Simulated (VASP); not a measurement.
# LiF (Griceite) (Fm-3m) in VASP: notebook

The runs below take LiF (Griceite) through single point, with PBE.

All numbers are computed with VASP 6.6.1; they aren't measurements. Logs are shortened: lines on timing, memory, paths and dates and some standing lists are left out, and cuts for length are marked.

### 1 The cell of the first run

The structure is cubic, space group Fm-3m (No. 225). The conventional cell has a = 3.984 Å, b = 3.984 Å, c = 3.984 Å, α = 90.00°, β = 90.00°, γ = 90.00°. Li (site symmetry m-3m) has 6 F at 1.99 Å within 2.6 Å. F (site symmetry m-3m) has 6 Li at 1.99 Å within 2.6 Å.

### 2 Single point, PBE (volume changed by -6%)

INCAR reads:

```
SYSTEM = LiF
PREC = Accurate
ENCUT = 520
EDIFF = 1E-6
ISMEAR = 0
SIGMA = 0.01
LREAL = .False.
LASPH = .True.
NELM = 100
ALGO = Normal
ISIF = 2
LWAVE = .False.
LCHARG = .False.
GGA = PE
NBANDS = 12
```

KPOINTS reads:

```
Automatic mesh
0
Gamma
  8 8 8
  0 0 0
```

POSCAR reads:

```
LiF
1.0
    0.0000000000      1.9920215883      1.9920215883
    1.9920215883      0.0000000000      1.9920215883
    1.9920215883      1.9920215883      0.0000000000
Li F
1 1
Direct
    0.0000000000      0.0000000000      0.0000000000
    0.5000000000      0.5000000000      0.5000000000
```

Potentials or basis: VASP PAW PBE potentials, release 64 (Li_sv, F).

On the command line:

```sh
$ cat potpaw_PBE.64/Li_sv/POTCAR potpaw_PBE.64/F/POTCAR > POTCAR
$ mpirun -np 1 vasp_std > vasp.out
```

OUTCAR:

```text
SYSTEM = LiF
   PREC = Accurate
   ENCUT = 520
   EDIFF = 1E-6
   ISMEAR = 0
   LREAL = .False.
   LASPH = .True.
   NELM = 100
   ISIF = 2
   GGA = PE

 ion  position               nearest neighbor table
   1  0.000  0.000  0.000-   2 1.99   2 1.99   2 1.99   2 1.99   2 1.99   2 1.99
   2  0.500  0.500  0.500-   1 1.99   1 1.99   1 1.99   1 1.99   1 1.99   1 1.99

  LATTYP: Found a face centered cubic cell.
 ALAT       =     3.9840431766

  Lattice vectors:

 A1 = (   0.0000000000,   1.9920215883,   1.9920215883)
 A2 = (   1.9920215883,   0.0000000000,   1.9920215883)
 A3 = (   1.9920215883,   1.9920215883,   0.0000000000)

Analysis of symmetry for initial positions (statically):
=====================================================================
 Subroutine PRICEL returns:
 Original cell was already a primitive cell.

 Routine SETGRP: Setting up the symmetry group for a
 face centered cubic supercell.

 Subroutine GETGRP returns: Found 48 space group operations
 (whereof 48 operations were pure point group operations)
 out of a pool of 48 trial point group operations.

The static configuration has the point symmetry O_h .

Analysis of symmetry for dynamics (positions and initial velocities):
=====================================================================
 Subroutine PRICEL returns:
 Original cell was already a primitive cell.

 Routine SETGRP: Setting up the symmetry group for a
 face centered cubic supercell.

 Subroutine GETGRP returns: Found 48 space group operations
 (whereof 48 operations were pure point group operations)
 out of a pool of 48 trial point group operations.

The dynamic configuration has the point symmetry O_h .

 Subroutine INISYM returns: Found 48 space group operations
 (whereof 48 operations are pure point group operations),
 and found     1 'primitive' translations

----------------------------------------------------------------------------------------

                                     Primitive cell

  volume of cell :      15.8093

  direct lattice vectors                    reciprocal lattice vectors
     0.000000000  1.992021588  1.992021588    -0.251001296  0.251001296  0.251001296
     1.992021588  0.000000000  1.992021588     0.251001296 -0.251001296  0.251001296
     1.992021588  1.992021588  0.000000000     0.251001296  0.251001296 -0.251001296

  length of vectors
     2.817143947  2.817143947  2.817143947     0.434746997  0.434746997  0.434746997

  position of ions in fractional coordinates (direct lattice)
     0.000000000  0.000000000  0.000000000
     0.500000000  0.500000000  0.500000000

  ion indices of the primitive-cell ions
   primitive index   ion index
                 1           1
                 2           2

----------------------------------------------------------------------------------------

 KPOINTS: Automatic mesh

Automatic generation of k-mesh.
 Grid dimensions read from file:
 generate k-points for:    8    8    8

 Generating k-lattice:

  Cartesian coordinates                     Fractional coordinates (reciprocal lattice)
    -0.031375162  0.031375162  0.031375162     0.125000000  0.000000000  0.000000000
     0.031375162 -0.031375162  0.031375162     0.000000000  0.125000000  0.000000000
     0.031375162  0.031375162 -0.031375162     0.000000000  0.000000000  0.125000000

  Length of vectors
     0.054343375  0.054343375  0.054343375

  Shift w.r.t. Gamma in fractional coordinates (k-lattice)
     0.000000000  0.000000000  0.000000000

 Subroutine IBZKPT returns following result:
 ===========================================

 Found     29 irreducible k-points:

 Following reciprocal coordinates:
            Coordinates               Weight
  0.000000  0.000000  0.000000      1.000000
  0.125000  0.000000  0.000000      8.000000
  0.250000  0.000000  0.000000      8.000000
  0.375000  0.000000  0.000000      8.000000
  0.500000  0.000000  0.000000      4.000000
  0.125000  0.125000  0.000000      6.000000
[... 16 lines left out ...]
  0.500000  0.250000  0.125000     48.000000
 -0.375000  0.250000  0.125000     24.000000
 [... further k-points ...]
   k-points           NKPTS =     29   k-points in BZ     NKDIM =     29   number of bands    NBANDS=     12
   number of dos      NEDOS =    301   number of ions     NIONS =      2
   total plane-waves  NPLWV =  13824
   dimension x,y,z NGX =    24 NGY =   24 NGZ =   24
   dimension x,y,z NGXF=    48 NGYF=   48 NGZF=   48
   ions per type =               1   1
   NGX,Y,Z   is equivalent  to a cutoff of  14.16, 14.16, 14.16 a.u.
   NGXF,Y,Z  is equivalent  to a cutoff of  28.33, 28.33, 28.33 a.u.
 SYSTEM =  LiF
   PREC   = accura    normal or accurate (medium, high low for compatibility)
   ISTART =      0    job   : 0-new  1-cont  2-samecut
   ICHARG =      2    charge: 1-file 2-atom 10-const
   ISPIN  =      1    spin polarized calculation?
   LNONCOLLINEAR =      F non collinear calculations
   LSORBIT =      F    spin-orbit coupling
   LASPH  =      T    aspherical Exc in radial PAW
   ENCUT  =  520.0 eV  38.22 Ry    6.18 a.u.   5.24  5.24  5.24*2*pi/ulx,y,z
   NELM   =    100;   NELMIN=  2; NELMDL= -5     # of ELM steps
   EDIFF  = 0.1E-05   stopping-criterion for ELM
   LREAL  =      F    real-space projection
   EDIFFG = 0.1E-04   stopping-criterion for IOM
   NSW    =      0    number of steps for IOM
   IBRION =     -1    ionic relax: 0-MD 1-quasi-New 2-CG
   NFREE  =      0    steps in history (QN), initial steepest desc. (CG)
   ISIF   =      2    stress and relaxation
   ISYM   =      2    0-nonsym 1-usesym 2-fastsym
   POTIM  = 0.5000    time-step for ionic-motion
   TEBEG  =    0.0;   TEEND  =   0.0 temperature during run
   PSTRESS=    0.0 pullay stress
   NELECT =      10.0000    total number of electrons
   NUPDOWN=      -1.0000    fix difference up-down
   EMIN   =  10.00;   EMAX   =-10.00  energy-range for DOS
   EFERMI =   0.00;   METHOD = LEGACY
   ISMEAR =     0;   SIGMA  =   0.01  broadening in eV -4-tet -1-fermi 0-gaus
   EFERMI_NEDOS =   21; number of points for ismear=-14 and -15
   IALGO  =     38    algorithm
   IMIX   =      4    mixing-type and parameters
     AMIX     =   0.40;   BMIX     =  1.00
     AMIX_MAG =   1.60;   BMIX_MAG =  1.00
  volume/ion in A,a.u.               =       7.90        53.34
  Fermi-wavevector in a.u.,A,eV,Ry     =   1.405306  2.655643 26.869928  1.974884
  Thomas-Fermi vector in A             =   2.527780
   LORBIT       =      0    0 simple, 1 ext, 2 COOP (PROOUT), +10 PAW based schemes
   GGA     = PE    functional components
   LHFCALC =     F    Hartree Fock is set to
   AEXX    =    0.0000 exact exchange contribution
   IVDW    =     0    specifies the selected vdW correction
   LEPSILON=     F    determine dielectric tensor
   LRPA    =     F    only Hartree local field effects (RPA)
 non-spin polarized calculation
 Gauss-broadening in eV      SIGMA  =   0.01
  energy-cutoff  :      520.00
  volume of cell :       15.81
 maximum number of plane-waves:       444
 NGX is ok and might be reduce to    24
   NGX = 11   NGY = 11   NGZ = 11

 number of electron      10.0000000 magnetization

 number of electron       9.9999997 magnetization

 Free energy of the ion-electron system (eV)
  ---------------------------------------------------
  ext. energy  EPLUGINS =         0.00000000
  ---------------------------------------------------
  free energy    TOTEN  =        -9.62601141 eV

  energy without entropy =       -9.62601141  energy(sigma->0) =       -9.62601141

 E-fermi :  -0.5758     XC(G=0): -10.1439

 val. band max:       -0.8149568193   @ k =   0.0000   0.0000   0.0000
 cond. band min:       8.5761231197   @ k =   0.0000   0.0000   0.0000
 fundamental gap:      9.3910799389
 Fermi energy:        -0.5757853171

 k-point     1 :       0.0000    0.0000    0.0000
  band No.  band energies     occupation
      1     -41.6645      2.00000
      2     -20.8811      2.00000
      3      -0.8150      2.00000
      4      -0.8150      2.00000
      5      -0.8150      2.00000
      6       8.5761      0.00000
      7      23.5912      0.00000
      8      23.5912      0.00000
      9      23.5912      0.00000
     10      23.8354      0.00000
     11      23.8354      0.00000
     12      23.8354      0.00000

 k-point     2 :       0.1250    0.0000    0.0000
  band No.  band energies     occupation
      1     -41.6547      2.00000
      2     -20.8184      2.00000
      3      -1.2651      2.00000
      4      -0.8519      2.00000
      5      -0.8519      2.00000
      6       9.0095      0.00000
      7      20.0786      0.00000
      8      21.8788      0.00000
      9      21.8788      0.00000
     10      25.2391      0.00000
     11      25.2391      0.00000
     12      25.2425      0.00000

 k-point     3 :       0.2500    0.0000    0.0000
  band No.  band energies     occupation
      1     -41.6310      2.00000
      2     -20.6607      2.00000
      3      -2.2345      2.00000
      4      -0.9383      2.00000
      5      -0.9383      2.00000
      6       9.8004      0.00000
      7      17.4271      0.00000
      8      20.0465      0.00000
      9      20.0465      0.00000
     10      26.6866      0.00000
     11      27.1304      0.00000
     12      27.1304      0.00000
[... 286 lines left out ...]
 k-point    23 :       0.5000    0.2500    0.1250
  band No.  band energies     occupation
      1     -41.5957      2.00000
      2     -20.3609      2.00000
      3      -3.0220      2.00000
      4      -1.9833      2.00000
      5      -1.2475      2.00000
      6      11.7315      0.00000
      7      15.4177      0.00000
      8      18.5775      0.00000
      9      19.0586      0.00000
     10      25.3203      0.00000
     11      30.0636      0.00000
     12      32.7789      0.00000

 k-point    24 :      -0.3750    0.2500    0.1250
  band No.  band energies     occupation
      1     -41.5880      2.00000
      2     -20.2942      2.00000
      3      -3.2431      2.00000
      4      -2.1034      2.00000
      5      -1.3186      2.00000
      6      11.9209      0.00000
      7      15.2262      0.00000
      8      18.4470      0.00000
      9      18.7450      0.00000
     10      27.2756      0.00000
     11      28.4004      0.00000
     12      34.0648      0.00000

 [... further k-points ...]

------------------------ aborting loop because EDIFF is reached ----------------------------------------

  FORCE on cell =-STRESS in cart. coord.  units (eV):
  Direction    XX          YY          ZZ          XY          YZ          ZX
  --------------------------------------------------------------------------------------
  -------------------------------------------------------------------------------------
  Total        0.4266146      0.4266146      0.4266146      0.0000000      0.0000000      0.0000000
  in kB       43.2348687     43.2348687     43.2348687      0.0000000      0.0000000      0.0000000
  external PRESSURE =      43.2348687 kB  Pullay stress =       0.0000000 kB

 VOLUME and BASIS-vectors are now :
 -----------------------------------------------------------------------------
  energy-cutoff  :      520.00
  volume of cell :       15.81
      direct lattice vectors                 reciprocal lattice vectors
     0.000000000  1.992021588  1.992021588    -0.251001296  0.251001296  0.251001296
     1.992021588  0.000000000  1.992021588     0.251001296 -0.251001296  0.251001296
     1.992021588  1.992021588  0.000000000     0.251001296  0.251001296 -0.251001296

 POSITION                                       TOTAL-FORCE (eV/Angst)
 -----------------------------------------------------------------------------------
      0.00000      0.00000      0.00000        -0.000000      0.000000     -0.000000
      1.99202      1.99202      1.99202         0.000000     -0.000000      0.000000
 -----------------------------------------------------------------------------------
    total drift:                               -0.000000     -0.000000      0.000000

  FREE ENERGIE OF THE ION-ELECTRON SYSTEM (eV)
  ---------------------------------------------------
  free  energy   TOTEN  =        -9.6260114062 eV

  energy  without entropy=       -9.6260114062  energy(sigma->0) =       -9.62601141
```

Wall time 3.3 s (1 thread of Intel Xeon 6975P-C, shared host); peak memory 0.13 GiB.

What came out:

- Free energy: -9.6260 eV
- Band gap on the k mesh: 9.39 eV, direct

Caveat: the cell differs from its parent crystal (volume changed by -6%); the cutoff is under 1.25 times the usual one of these potentials, so pressure, stress and relaxed cells hold a basis-set (Pulay) error. A k mesh can miss the band edges.

### 3 Single point, PBE

This run uses another cell than the first one, of 8.41 Å³/atom, 1.064 times its volume.

INCAR reads:

```
PREC = Accurate
ENCUT = 520
EDIFF = 1E-6
ISMEAR = 0
SIGMA = 0.01
LREAL = False
LASPH = True
NELM = 100
ALGO = Normal
ISIF = 2
LWAVE = False
LCHARG = False
GGA = PE
NBANDS = 12
```

KPOINTS reads:

```
Automatic mesh
0
Gamma
  8 8 8
```

POSCAR reads:

```
LiF
1.0
    0.0000000000      2.0335339289      2.0335339289
    2.0335339289      0.0000000000      2.0335339289
    2.0335339289      2.0335339289      0.0000000000
Li F
1 1
Direct
    0.0000000000      0.0000000000      0.0000000000
    0.5000000000      0.5000000000      0.5000000000
```

Potentials or basis: VASP PAW PBE potentials, release 64 (Li_sv, F).

On the command line:

```sh
$ cat potpaw_PBE.64/Li_sv/POTCAR potpaw_PBE.64/F/POTCAR > POTCAR
$ mpirun -np 1 vasp_std > vasp.out
```

It took 3.8 s on 1 thread of Intel Xeon 6975P-C, shared host; peak memory 0.13 GiB.

The run converged. Its results:

- Free energy: -9.6410 eV
- Band gap on the k mesh: 8.83 eV, direct

Levels at points of the mesh, in eV from the valence-band top:
```
           k point  band 2  band 3  band 4  band 5  band 6  band 7  band 8  band 9
(0.00, 0.00, 0.00)  -19.90    0.00    0.00    0.00    8.83   23.59   23.59   23.59
(0.50, 0.00, 0.00)  -19.48   -2.43   -0.22   -0.22   10.62   16.40   18.66   18.66
(0.50, 0.50, 0.00)  -19.24   -2.88   -0.96   -0.96   14.54   16.33   17.10   19.90
```

Caveat: the cutoff is under 1.25 times the usual one of these potentials, so pressure, stress and relaxed cells hold a basis-set (Pulay) error.

### 4 Single point, PBE (volume changed by -3%)

INCAR reads:

```
  ALGO = Normal
  EDIFF = 1E-7
  ENCUT = 520
  GGA = PE
  ISIF = 2
  ISMEAR = 0
  LASPH = T
  LCHARG = F
  LREAL = F
  LWAVE = F
  NBANDS = 12
  NELM = 100
  PREC = Accurate
  SIGMA = 0.01
```

KPOINTS reads:

```
k-points
0
Gamma
  8 8 8
```

POSCAR reads:

```
LiF
1.0
    0.0000000000      2.0129917776      2.0129917776
    2.0129917776      0.0000000000      2.0129917776
    2.0129917776      2.0129917776      0.0000000000
Li F
1 1
Direct
    0.0000000000      0.0000000000      0.0000000000
    0.5000000000      0.5000000000      0.5000000000
```

On the command line:

```sh
$ cat potpaw_PBE.64/Li_sv/POTCAR potpaw_PBE.64/F/POTCAR > POTCAR
$ mpirun -np 1 vasp_std > vasp.out
```

Run time: 3.7 s. Hardware: 1 thread of Intel Xeon 6975P-C, shared host; peak memory 0.13 GiB.

The run converged. Its results:

| Property | Result |
| --- | --- |
| Free energy | -9.6372 eV |
| Band gap on the k mesh | 9.10 eV, direct |

Levels at points of the mesh, in eV from the valence-band top:
```csv
k point,band 2,band 3,band 4,band 5,band 6,band 7,band 8,band 9
"(0.00, 0.00, 0.00)",-19.98,0.00,0.00,0.00,9.10,23.99,23.99,23.99
"(0.50, 0.00, 0.00)",-19.54,-2.52,-0.23,-0.23,10.78,16.76,18.91,18.91
"(0.50, 0.50, 0.00)",-19.28,-3.01,-1.00,-1.00,14.83,16.48,17.47,20.25
```

Caveat: the cell differs from its parent crystal (volume changed by -3%); the cutoff is under 1.25 times the usual one of these potentials, so pressure, stress and relaxed cells hold a basis-set (Pulay) error. A k mesh can miss the band edges.

### 5 The runs side by side

```tsv
cell	gap on the mesh (eV)
a = 2.817 Å, angles 60.0°, 2 atoms	9.39
a = 2.876 Å, angles 60.0°, 2 atoms	8.83
a = 2.847 Å, angles 60.0°, 2 atoms	9.10
```

Alike in all rows: task single point; level PBE; potentials or basis VASP PAW PBE potentials, release 64 (Li_sv, F); no spin polarisation; k mesh 8 × 8 × 8; cutoff (eV) 520; smearing gaussian 0.01 eV.

Caveats: the cutoff is under 1.25 times the usual one of these potentials, so pressure, stress and relaxed cells hold a basis-set (Pulay) error.

Total energies depend on the potentials used, so only differences within one code and one set of settings carry meaning.
